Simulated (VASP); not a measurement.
Here is a VASP 6.6.1 calculation.

Contents of INCAR:

```
SYSTEM = CoSi2
  ALGO = Normal
  EDIFF = 1E-6
  ENCUT = 520
  GGA = PS
  ISIF = 2
  ISMEAR = 0
  LASPH = .TRUE.
  LCHARG = .FALSE.
  LREAL = .FALSE.
  LWAVE = .FALSE.
  NBANDS = 16
  NELM = 100
  PREC = Accurate
  SIGMA = 0.1
```

KPOINTS

```
k-points
0
G
  14 14 14
  0 0 0
```

The input POSCAR:

```
CoSi2
1.0
    0.0000000000      2.6562539129      2.6562539129
    2.6562539129      0.0000000000      2.6562539129
    2.6562539129      2.6562539129      0.0000000000
Co Si
1 2
Direct
    0.0000000000      0.0000000000      0.0000000000
    0.2500000000      0.2500000000      0.2500000000
    0.7500000000      0.7500000000      0.7500000000
```

Potentials or basis: VASP PAW PBE potentials, release 64 (Co, Si).

Launch:

```console
$ cat potpaw_PBE.64/Co/POTCAR potpaw_PBE.64/Si/POTCAR > POTCAR
$ mpirun -np 1 vasp_std > vasp.out
```

Task: What does it give for the pressure?

Result: 0.0 GPa.

Caveat: the PAW data sets were made with another functional, which shifts forces and pressure a little. Spin polarisation is off, so any magnetic state and its effect on volume and gap are missing.
